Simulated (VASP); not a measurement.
Crystal: C.

```
CELL_PARAMETERS angstrom
0.00000 1.78344 1.78344
1.78344 0.00000 1.78344
1.78344 1.78344 0.00000
ATOMIC_POSITIONS crystal
C 0.50000 0.50000 0.50000
C 0.75000 0.75000 0.75000
```

Base run:

```yaml
Program: VASP 6.6.1
Functional: r2SCAN
Potentials_or_basis: VASP PAW PBE potentials, release 64 (C)
Cutoff: 660 eV
k_mesh: 12 × 12 × 12
Occupations: fermi-dirac, width 0.05 eV
Spin: no spin polarisation
```

Its results: band gap on the k mesh 4.34 eV, indirect (least direct gap 5.84 eV); pressure -2.4 GPa.

Question: After a change of settings the same cell gave: band gap on the k mesh 4.34 eV, indirect (least direct gap 5.84 eV); pressure -1.4 GPa. Which change was it?
A. k mesh from 12 × 12 × 12 to 6 × 6 × 6; occupations from fermi-dirac, width 0.05 eV to gaussian, width 0.05 eV
B. cutoff from 660 eV to 520 eV; occupations from fermi-dirac, width 0.05 eV to gaussian, width 0.05 eV
C. occupations from fermi-dirac, width 0.05 eV to gaussian, width 0.05 eV

Answer: B.

Caveats: the PAW data sets were made with another functional, which shifts forces and pressure a little.
